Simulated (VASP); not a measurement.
Set up this calculation in VASP 6.6.1, as the native input.

```yaml
Task: single point
Functional: PBE
Potentials_or_basis: VASP PAW PBE potentials, release 64 (Mg, Cd, O)
Cutoff: 520 eV
k_mesh: 8 × 8 × 8
Occupations: gaussian, width 0.1 eV
Spin: no spin polarisation
Dipole_correction: no
Further_INCAR_settings: ALGO = Normal; EDIFF = 1e-07; NBANDS = 41
```

The structure of Mg3Cd2O5 lies in POSCAR:

```
Mg3Cd2O5
1.0
   -1.5943627000      1.5943627000     11.2674987000
    1.5943627000     -1.5943627000     11.2674987000
    1.5943627000      1.5943627000    -11.2674987000
Mg Cd O
3 2 5
Direct
    0.9079440000      0.9079440000      0.0000000000
    0.5000000000      0.5000000000      0.0000000000
    0.0920560000      0.0920560000      0.0000000000
    0.6951370000      0.6951370000      0.0000000000
    0.3048630000      0.3048630000      0.0000000000
    0.0000000000      0.0000000000      0.0000000000
    0.5907310000      0.5907310000      0.0000000000
    0.1896460000      0.1896460000      0.0000000000
    0.8103540000      0.8103540000      0.0000000000
    0.4092690000      0.4092690000      0.0000000000
```

These files were run (other wordings do the same):

INCAR

```
SYSTEM = Mg3Cd2O5
PREC = Accurate
ENCUT = 520
EDIFF = 1E-7
ISMEAR = 0
SIGMA = 0.1
LREAL = .False.
LASPH = .True.
NELM = 60
ALGO = Normal
ISIF = 2
LWAVE = .False.
LCHARG = .True.
GGA = PE
LELF = .True.
LVHAR = .True.
NBANDS = 41
```

KPOINTS

```
regular mesh
0
Gamma
  8 8 8
  0 0 0
```

Potentials or basis: VASP PAW PBE potentials, release 64 (Mg, Cd, O).

Run with:

```sh
$ cat potpaw_PBE.64/Mg/POTCAR potpaw_PBE.64/Cd/POTCAR potpaw_PBE.64/O/POTCAR > POTCAR
$ mpirun -np 1 vasp_std > vasp.out
```

It gave:

The pressure is 0.4 GPa. The largest force is 0.052 eV/Å. The band gap on the k mesh is 0.80 eV (least direct gap 1.46 eV).

Caveat: semilocal functionals underestimate gaps, and a narrow one can read as zero.

It took 75 min on 1 thread of Intel(R) Xeon(R) Platinum 8375C CPU @ 2.90GHz (Ice Lake), on a shared host, peak memory 1.4 GiB.
